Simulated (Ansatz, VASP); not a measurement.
**Mn2AlCu3: VASP beside Ansatz**

```
Mn Al Cu
1.0
     2.95045   -3.83468    0.00000
     2.95045    3.83468    0.00000
     0.00000    0.00000    4.21958
Mn Al Cu
2 1 3
Direct
  0.00000 0.50000 0.50000
  0.50000 0.00000 0.50000
  0.50000 0.50000 0.50000
  0.86181 0.86181 0.50000
  0.13819 0.13819 0.50000
  0.50000 0.50000 0.00000
```

Alike in both runs: task relaxation of cell and atoms; functional PBE; k mesh 4 × 4 × 4; occupations gaussian, width 0.1 eV; collinear spin.

|  | VASP | Ansatz |
| --- | --- | --- |
| version | VASP 6.6.1 | Ansatz 0.2.0 |
| potentials or method | VASP PAW PBE potentials, release 64 (Mn_pv, Al, Cu), cutoff 600 eV | scalar-relativistic, plane waves, PAW |
| valence electrons in the cell | 62 | 90 |

Ansatz gave:

| Property | Result |
| --- | --- |
| gap on the k mesh at the Fermi level, each at its own relaxed structure (eV) | none |
| net moment per atom (μB) | 1.50 |
| size of the moment on the site where the two differ most (μB) | 3.98 |
| relaxed volume (Å³/atom) | 24.77 |
| relaxed length of the cell vector where the two differ most in proportion (Å) | 5.805 |

What did VASP give for the same quantities?

gap on the k mesh at the Fermi level, each at its own relaxed structure (eV): none; net moment per atom (μB): 1.50; size of the moment on the site where the two differ most (μB): 4.13; relaxed volume (Å³/atom): 24.61; relaxed length of the cell vector where the two differ most in proportion (Å): 5.786.

Site moments also hang on the region over which each program counts them. A gap of «none» marks a metal or a gap that the smearing closes. VASP's potentials hold 62 valence electrons a cell and Ansatz's 90, so a difference there can come from the potentials and not from the codes.

The k mesh is coarse, so the values compare programs but aren't converged. Noted on VASP's run: the volume moved by over 15 % at a fixed basis, so the end points are rough.
